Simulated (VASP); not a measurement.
Here is a VASP 6.6.1 calculation.

File INCAR:

```
SYSTEM = Pb
PREC = Accurate ; ENCUT = 520
EDIFF = 1E-7 ; ISMEAR = -1
SIGMA = 0.05 ; LREAL = .FALSE.
LASPH = .TRUE. ; NELM = 80
ALGO = Normal ; ISIF = 2
LWAVE = .FALSE. ; LCHARG = .FALSE.
GGA = CA ; NBANDS = 13
```

Contents of KPOINTS:

```
regular mesh
0
G
  9 9 9
  0 0 0
```

File POSCAR:

```
Pb
1.0
    0.0000000000      2.4415696833      2.4415696833
    2.4415696833      0.0000000000      2.4415696833
    2.4415696833      2.4415696833      0.0000000000
Pb
1
Direct
    0.0000000000      0.0000000000      0.0000000000
```

Potentials or basis: VASP PAW LDA potentials, release 64 (Pb_d).

Launch:

```console
$ cat potpaw_LDA.64/Pb_d/POTCAR > POTCAR
$ mpirun -np 1 vasp_std > vasp.out
```

Task: Predict the pressure.

Result: -0.1 GPa.

Task: Estimate the band gap on the k mesh.

Result: Zero (band 7 reaches 15.15 eV, above the bottom of band 8 at 5.84 eV).

Caveat: spin-orbit coupling is left out, which moves the levels of the heavy elements.
